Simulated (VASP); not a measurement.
A run of VASP 6.6.1 is set up as follows.

The input POSCAR:

```
MgS
1.0
    0.0667560700      2.5184650300      2.7068920500
    3.0521833800      0.1936562600      2.5799918600
    3.3922924900      2.7316739500     -0.1464528500
Mg S
1 1
Direct
    0.9960441600      0.0048933100      0.0057007100
    0.7539558400      0.7451066900      0.7442992900
```

Contents of INCAR.step1:

```
PREC = Accurate
ENCUT = 520
EDIFF = 1E-5
ISMEAR = -1
SIGMA = 0.05
LREAL = F
LASPH = T
NELM = 60
ALGO = Normal
ISIF = 2
LWAVE = T
GGA = PE
NBANDS = 11
```

Contents of INCAR.step2:

```
PREC = Accurate
ENCUT = 520
EDIFF = 1E-7
ISMEAR = -1
SIGMA = 0.05
LREAL = F
LASPH = T
NELM = 60
ALGO = Normal
ISIF = 2
LWAVE = F
LCHARG = T
GGA = PE
LHFCALC = T
AEXX = 0.5
HFSCREEN = 0.2
PRECFOCK = Normal
LELF = T
LVHAR = T
ISTART = 1
NBANDS = 11
```

The input KPOINTS:

```
regular mesh
0
Gamma
  5 5 4
```

Potentials or basis: VASP PAW PBE potentials, release 64 (Mg, S).

Command:

```sh
$ cat potpaw_PBE.64/Mg/POTCAR potpaw_PBE.64/S/POTCAR > POTCAR
$ cp INCAR.step1 INCAR
$ mpirun -np 1 vasp_std > vasp.out
$ cp INCAR.step2 INCAR
$ mpirun -np 1 vasp_std > vasp.out
```

Problem. Predict the band gap on the k mesh.

Solution. 4.87 eV, indirect (least direct gap 4.96 eV).

Problem. Predict the pressure.

Solution. 2.5 GPa.

Problem. Predict the largest force.

Solution. 1.748 eV/Å.

Stress tensor (GPa, compression positive):
```
-2.11 -8.66  6.34
-8.66  4.50 -2.80
 6.34 -2.80  5.19
```

Caveat: the k points lie up to 0.46 Å⁻¹ apart; the PAW data sets were made with another functional, which shifts forces and pressure a little. A k mesh can miss the band edges.
